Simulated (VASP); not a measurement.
A run of VASP 6.6.1:

File INCAR:

```
ALGO = Normal
EDIFF = 1E-7
ENCUT = 520
GGA = RE
ISIF = 2
ISMEAR = -1
LASPH = T
LCHARG = T
LELF = T
LREAL = F
LVHAR = T
LWAVE = F
NBANDS = 12
NELM = 100
PREC = Accurate
SIGMA = 0.05
```

Contents of KPOINTS:

```
k-points
0
Gamma
  12 12 12
```

Contents of POSCAR:

```
Zn
1.0
   -1.5842957434      1.5842957434      1.5842957434
    1.5842957434     -1.5842957434      1.5842957434
    1.5842957434      1.5842957434     -1.5842957434
Zn
1
Direct
    0.0000000000      0.0000000000      0.0000000000
```

Potentials or basis: VASP PAW PBE potentials, release 64 (Zn).

Launch:

```bash
$ cat potpaw_PBE.64/Zn/POTCAR > POTCAR
$ mpirun -np 1 vasp_std > vasp.out
```

Hardware: 1 thread of Intel(R) Xeon(R) 6975P-C (Granite Rapids), with other jobs on the host.

Q: Estimate the wall time of this run.

A: Run time: 6.4 s on 1 thread of Intel(R) Xeon(R) 6975P-C (Granite Rapids), with other jobs on the host, peak memory 0.13 GiB. Counts: scf iterations 13, k points 72.
